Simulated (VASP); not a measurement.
# Be: single point with PBE

Crystal: Be.

```xyz
1
Lattice="0.0000 1.6202 1.6202 1.6202 0.0000 1.6202 1.6202 1.6202 0.0000" Properties=species:S:1:pos:R:3 pbc="T T T"
Be    0.0000    0.0000    0.0000
```

This cell differs from its parent crystal: volume scaled by 1.08.

```yaml
Program: VASP 6.6.1
Task: single point
Functional: PBE
Potentials_or_basis: VASP PAW PBE potentials, release 64 (Be)
Cutoff: 520 eV
k_mesh: 28 × 28 × 28
Occupations: fermi-dirac, width 0.1 eV
Spin: no spin polarisation
Dipole_correction: no
Further_INCAR_settings: ALGO = Normal; EDIFF = 1e-06; NBANDS = 7
```

```
Pressure               : -7.9 GPa
Band gap on the k mesh : zero (band 1 reaches 7.84 eV, above the bottom of band 2 at 6.66 eV)
```

Levels at points of the mesh, in eV from the Fermi level:
```
           k point  band 1  band 2  band 3  band 4
(0.00, 0.00, 0.00)  -11.31   18.38   18.38   18.38
(0.50, 0.00, 0.00)   -4.86   -0.08   15.63   15.63
(0.50, 0.50, 0.00)   -2.39    3.66    9.11    9.11
```

Wall time 15 s on 1 thread of Intel(R) Xeon(R) Platinum 8488C (Sapphire Rapids), on a shared host, peak memory 0.14 GiB.
